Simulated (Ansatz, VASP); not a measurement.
Two plane-wave programs on Al9H

```
Al H
1.0
     5.70709    0.00000    0.00000
    -1.42677    9.70148    0.00000
     0.00000    0.00000   22.79037
Al H
18 2
Direct
  0.26622 0.06489 0.17551
  0.76622 0.06489 0.17551
  0.33548 0.34192 0.21920
  0.83548 0.34192 0.21920
  0.14933 0.59733 0.22794
  0.64933 0.59733 0.22794
  0.46318 0.85274 0.23668
  0.96318 0.85274 0.23668
  0.03198 0.12771 0.28083
  0.53198 0.12771 0.28083
  0.09979 0.40422 0.33011
  0.59979 0.40422 0.33011
  0.41440 0.65967 0.33698
  0.91440 0.65967 0.33698
  0.22631 0.91108 0.34493
  0.72631 0.91108 0.34493
  0.29624 0.18141 0.38571
  0.79624 0.18141 0.38571
  0.60626 0.39149 0.41949
  0.60626 0.45778 0.41949
```

Alike in both runs: task single point; functional PBE; k mesh 5 × 3 × 1; occupations gaussian, width 0.1 eV; no spin polarisation.

|  | VASP | Ansatz |
| --- | --- | --- |
| version | VASP 6.6.1 | Ansatz 0.2.0 |
| potentials or method | VASP PAW PBE potentials, release 64 (Al, H), cutoff 520 eV | scalar-relativistic, plane waves, PAW |
| valence electrons in the cell | 56 | 56 |

VASP gave:

```
gap on the k mesh at the Fermi level (eV) : none
rms of the force components (eV/Å)        : 1.019
```

Problem. What did Ansatz give for the same quantities?

Solution. gap on the k mesh at the Fermi level (eV): none; rms of the force components (eV/Å): 1.012.

Atom by atom the forces differ by 0.007 eV/Å (rms over components). A gap of «none» marks a metal or a gap that the smearing closes.
